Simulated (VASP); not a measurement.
Set up this calculation in VASP 6.6.1, as the native input.

```yaml
Task: single point
Functional: PBEsol
Potentials_or_basis: VASP PAW PBE potentials, release 64 (Sn_d, Se)
Cutoff: 500 eV
k_mesh: 6 × 6 × 4
Occupations: gaussian, width 0.1 eV
Spin: no spin polarisation
Dipole_correction: no
Further_INCAR_settings: ALGO = Normal; EDIFF = 1e-06; NBANDS = 20
```

The structure of SnSe2 lies in POSCAR:

```
SnSe2
1.0
    3.8418991400      0.0000000000      0.0000000000
   -1.9209495700      3.3271822500      0.0000000000
    0.0000000000      0.0000000000      6.4858801000
Sn Se
1 2
Direct
    0.0000000000      0.0000000000      0.0000000000
    0.6666666700      0.3333333300      0.7570988600
    0.3333333300      0.6666666700      0.2429011400
```

The input as run:

INCAR

```
PREC     = Accurate       # precision mode
ENCUT    = 500            # plane-wave cutoff, eV
EDIFF    = 1E-6           # SCF threshold, eV
ISMEAR   = 0              # smearing method
SIGMA    = 0.1            # smearing width, eV
LREAL    = F              # projectors in reciprocal space
LASPH    = T              # aspherical terms in the spheres
NELM     = 120            # most SCF steps
ALGO     = Normal         # electronic algorithm
ISIF     = 2              # what is computed and relaxed
LWAVE    = F              # write WAVECAR
LCHARG   = T              # write CHGCAR
GGA      = PS             # functional
LELF     = T              # ELF
LVHAR    = T            
NBANDS   = 20             # bands
GGA_COMPAT= F
```

KPOINTS

```
regular mesh
0
Gamma
  6 6 4
```

Potentials or basis: VASP PAW PBE potentials, release 64 (Sn_d, Se).

Launch:

```bash
$ cat potpaw_PBE.64/Sn_d/POTCAR potpaw_PBE.64/Se/POTCAR > POTCAR
$ mpirun -np 1 vasp_std > vasp.out
```

It gave:

```yaml
Pressure: -0.6 GPa
Largest_force: 0.052 eV/Å
Band_gap_on_the_k_mesh: 0.69 eV (least direct gap 1.11 eV)
```

Caveat: the PAW data sets were made with another functional, which shifts forces and pressure a little; spin-orbit coupling is left out, which moves the levels of the heavy elements; this functional lacks dispersion, which binds the layers, so the pressure and a relaxed spacing across them are unreliable.

It took 56 s on 1 thread of Intel Xeon 8259CL (shared host), peak memory 0.2 GiB.
